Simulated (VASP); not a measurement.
# AlGa3O6: single point with PBE

AlGa3O6:

```
CELL_PARAMETERS angstrom
3.43773 0.00000 0.00000
0.00000 4.19121 0.00000
0.00000 0.00000 8.72058
ATOMIC_POSITIONS crystal
Al 0.52270 0.40660 0.12740
Ga 0.51450 0.79090 0.93480
Ga 0.96930 0.71980 0.28620
Ga 0.02180 0.55150 0.53800
O 0.53440 0.79930 0.40990
O 0.39110 0.72440 0.07000
O 0.51750 0.22090 0.60130
O 0.01210 0.75820 0.75070
O 0.44020 0.21330 0.92150
O 0.00780 0.17180 0.24850
```

| Item | Value |
| --- | --- |
| Program | VASP 6.6.1 |
| Task | single point |
| Functional | PBE |
| Potentials or basis | VASP PAW PBE potentials, release 64 (Al, Ga_d, O) |
| Cutoff | 520 eV |
| k mesh | 6 × 4 × 2 |
| Occupations | gaussian, width 0.1 eV |
| Spin | collinear spin, ferromagnetic start |
| Starting moments | [0.0, 0.0, 0.0, 0.0, 1.0, 1.0, 1.0, 1.0, 1.0, 1.0] μB |

```
Pressure                                              : 30.1 GPa
Largest force                                         : 52.650 eV/Å
Net moment                                            : 1.09 μB per cell
Site moments                                          : Al -0.00; Ga -0.01, -0.03, -0.04; O +0.04, -0.01, +0.65, +0.29, +0.03, -0.02 μB
Valence electrons inside the program's atomic spheres : Al 0.86; Ga 13.12, 11.77, 11.34; O 4.91, 5.64, 4.71, 4.82, 4.99, 4.93
```

Forces in eV/Å, atoms in the order of the input:
```
Al    1.790 -14.943   2.745
Ga   14.959  11.393 -49.178
Ga    1.160   2.550  -0.316
Ga    0.123  -1.810   5.900
O    -1.151  -1.040   0.558
O   -17.587  -2.672  40.527
O    -0.100   2.003  -1.261
O    -0.228  -0.830   0.467
O     1.153   3.018   2.583
O    -0.119   2.331  -2.027
```

Stress tensor (GPa, compression positive):
```
 -1.75  -0.17 -22.75
 -0.17  24.56 -28.12
-22.75 -28.12  67.54
```

Levels at points of the mesh, in eV from the Fermi level:
Spin up:
| k point | band 37 | band 38 | band 39 | band 40 | band 41 | band 42 | band 43 | band 44 |
| --- | --- | --- | --- | --- | --- | --- | --- | --- |
| (0.00, 0.00, 0.00) | -1.49 | -1.04 | -0.74 | -0.52 | 0.81 | 2.34 | 3.73 | 4.81 |
| (0.50, 0.00, 0.00) | -1.56 | -1.34 | -1.16 | -0.42 | 1.49 | 2.79 | 4.13 | 5.46 |
| (0.00, 0.50, 0.00) | -1.09 | -1.02 | -0.76 | -0.21 | 0.64 | 2.65 | 3.42 | 4.49 |
| (0.50, 0.50, 0.00) | -1.35 | -0.87 | -0.78 | 1.03 | 1.39 | 2.69 | 4.05 | 4.94 |
| (0.00, 0.00, 0.50) | -1.24 | -0.78 | -0.70 | -0.52 | 0.36 | 3.01 | 3.71 | 4.09 |
| (0.50, 0.00, 0.50) | -1.52 | -1.36 | -1.19 | -0.31 | 1.55 | 2.73 | 4.11 | 5.18 |
| (0.00, 0.50, 0.50) | -1.10 | -1.00 | -0.76 | -0.25 | 0.66 | 2.90 | 3.46 | 4.12 |
| (0.50, 0.50, 0.50) | -1.42 | -0.79 | -0.76 | 0.97 | 1.55 | 2.90 | 3.81 | 4.88 |
Spin down:
```csv
k point,band 36,band 37,band 38,band 39,band 40,band 41,band 42,band 43
"(0.00, 0.00, 0.00)",-1.48,-0.98,-0.28,-0.13,0.44,0.93,2.47,3.74
"(0.50, 0.00, 0.00)",-1.21,-0.99,-0.50,-0.25,0.24,1.61,2.82,4.15
"(0.00, 0.50, 0.00)",-0.96,-0.66,-0.42,-0.04,0.22,0.82,2.67,3.60
"(0.50, 0.50, 0.00)",-1.30,-0.49,-0.03,0.31,1.11,1.46,2.71,4.06
"(0.00, 0.00, 0.50)",-1.43,-1.01,-0.28,0.04,0.43,0.50,3.07,3.77
"(0.50, 0.00, 0.50)",-1.27,-0.95,-0.47,-0.21,0.31,1.66,2.76,4.14
"(0.00, 0.50, 0.50)",-0.94,-0.67,-0.41,-0.05,0.16,0.82,2.91,3.61
"(0.50, 0.50, 0.50)",-1.37,-0.45,0.08,0.32,1.01,1.61,2.92,3.82
```

It took 9.6 min on 1 thread of Intel(R) Xeon(R) Platinum 8259CL CPU @ 2.50GHz (Skylake/Cascade Lake), on a shared host, peak memory 0.44 GiB.

Caveat: the k points lie up to 0.37 Å⁻¹ apart; atoms lie so close that the PAW spheres overlap strongly, which falsifies energies and pressures; forces of over 1 eV/Å act on the atoms, so gaps and moduli don't describe the material at rest.
